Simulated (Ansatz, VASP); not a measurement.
**Al in VASP and in Ansatz**

File POSCAR:

```
Al
1.0
    0.0000000000      2.0073169175      2.0073169175
    2.0073169175      0.0000000000      2.0073169175
    2.0073169175      2.0073169175      0.0000000000
Al
1
Direct
    0.0000000000      0.0000000000      0.0000000000
```

Contents of INCAR.step1:

```
PREC = Accurate
ENCUT = 520
ISMEAR = 0
SIGMA = 0.05
LREAL = F
LASPH = T
NELM = 100
NBANDS = 8
GGA = PE
ALGO = Normal
EDIFF = 1E-4
LWAVE = T
LCHARG = F
```

Contents of INCAR.step2:

```
PREC = Accurate
ENCUT = 520
EDIFF = 1E-6
ISMEAR = 0
SIGMA = 0.05
LREAL = F
LASPH = T
NELM = 100
ALGO = Normal
ISIF = 2
LWAVE = F
LCHARG = T
METAGGA = R2SCAN
LMIXTAU = T
LELF = T
LVHAR = T
NBANDS = 8
ISTART = 1
```

File KPOINTS:

```
Automatic mesh
0
Gamma
  18 18 18
```

Input for Ansatz:

```yaml
crystal:
  lattice:
    - [0.0, 2.0073169175, 2.0073169175]
    - [2.0073169175, 0.0, 2.0073169175]
    - [2.0073169175, 2.0073169175, 0.0]
  atoms:
    - { symbol: Al, position: [0.0, 0.0, 0.0] }
basis:
  ecutwfc: 500
  ecutrho_ratio: 4
kpoints:
  mp_grid: { grid: [18, 18, 18] }
hamiltonian:
  xc: r2scan
scf:
  occupations: { method: gaussian, width: 0.05 }
output:
  forces: true
  stress: true
  eigenvalues: true
```

Alike in both runs: task single point; functional r2SCAN; k mesh 18 × 18 × 18; occupations gaussian, width 0.05 eV; no spin polarisation.

|  | VASP | Ansatz |
| --- | --- | --- |
| version | VASP 6.6.1 | Ansatz 0.2.0 |
| potentials or method | VASP PAW PBE potentials, release 64 (Al), cutoff 520 eV | scalar-relativistic, plane waves, PAW |
| valence electrons in the cell | 3 | 3 |

VASP gave:

- gap on the k mesh at the Fermi level (eV): none
- pressure (GPa): -1.8

Question: Estimate Ansatz's values.

Answer: gap on the k mesh at the Fermi level (eV): none; pressure (GPa): -1.5.

VASP's potentials were made for PBE, not for r2SCAN. A gap of «none» marks a metal or a gap that the smearing closes.
